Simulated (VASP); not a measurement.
Write the native input for VASP 6.6.1 that does the following.

* Task: single point
* Functional: PBE
* Potentials or basis: VASP PAW PBE potentials, release 64 (Dy_3, Hf_pv), 4f in core
* Cutoff: 500 eV
* k mesh: 6 × 6 × 6
* Occupations: gaussian, width 0.2 eV
* Spin: no spin polarisation
* Dipole correction: no
* Further INCAR settings: ALGO = Normal; EDIFF = 1e-06; NBANDS = 47

The structure of Dy3Hf lies in POSCAR:

```
Dy3Hf
1.0
    0.0000000000      3.8376938684      3.8376938684
    3.8376938684      3.8376938684      0.0000000000
   -3.8376938684      7.6753877368     -3.8376938684
Dy Hf
6 2
Direct
    0.3750000000      0.3750000000      0.8750000000
    0.8750000000      0.8750000000      0.3750000000
    0.1250000000      0.1250000000      0.6250000000
    0.6250000000      0.6250000000      0.1250000000
    0.7500000000      0.7500000000      0.7500000000
    0.2500000000      0.2500000000      0.2500000000
    0.5000000000      0.5000000000      0.5000000000
    0.0000000000      0.0000000000      0.0000000000
```

These files were run (other wordings do the same):

INCAR

```
PREC     = Accurate       # precision mode
ENCUT    = 500            # plane-wave cutoff, eV
EDIFF    = 1E-6           # SCF threshold, eV
ISMEAR   = 0              # smearing method
SIGMA    = 0.2            # smearing width, eV
LREAL    = False          # projectors in reciprocal space
LASPH    = True           # aspherical terms in the spheres
NELM     = 200            # most SCF steps
ALGO     = Normal         # electronic algorithm
ISIF     = 2              # what is computed and relaxed
LWAVE    = False          # write WAVECAR
LCHARG   = False          # write CHGCAR
GGA      = PE             # functional
NBANDS   = 47             # bands
GGA_COMPAT= False        
LMAXMIX  = 6              # l up to which the mixer works
```

KPOINTS

```
regular mesh
0
Gamma
  6 6 6
```

Potentials or basis: VASP PAW PBE potentials, release 64 (Dy_3, Hf_pv), 4f in core.

Run with:

```console
$ cat potpaw_PBE.64/Dy_3/POTCAR potpaw_PBE.64/Hf_pv/POTCAR > POTCAR
$ mpirun -np 1 vasp_std > vasp.out
```

It gave:

| Quantity | Value |
| --- | --- |
| Pressure | 0.8 GPa |
| Band gap on the k mesh | zero (bands 37 and 38 overlap by 0.48 eV) |

Caveat: spin-orbit coupling is left out, which moves the levels of the heavy elements; the 4f electrons are frozen in the core, so they carry no moment and show no levels.

Wall time 6.4 min on 1 thread of AMD EPYC 9R45 96-Core Processor (Zen 5) (shared host), peak memory 0.45 GiB.
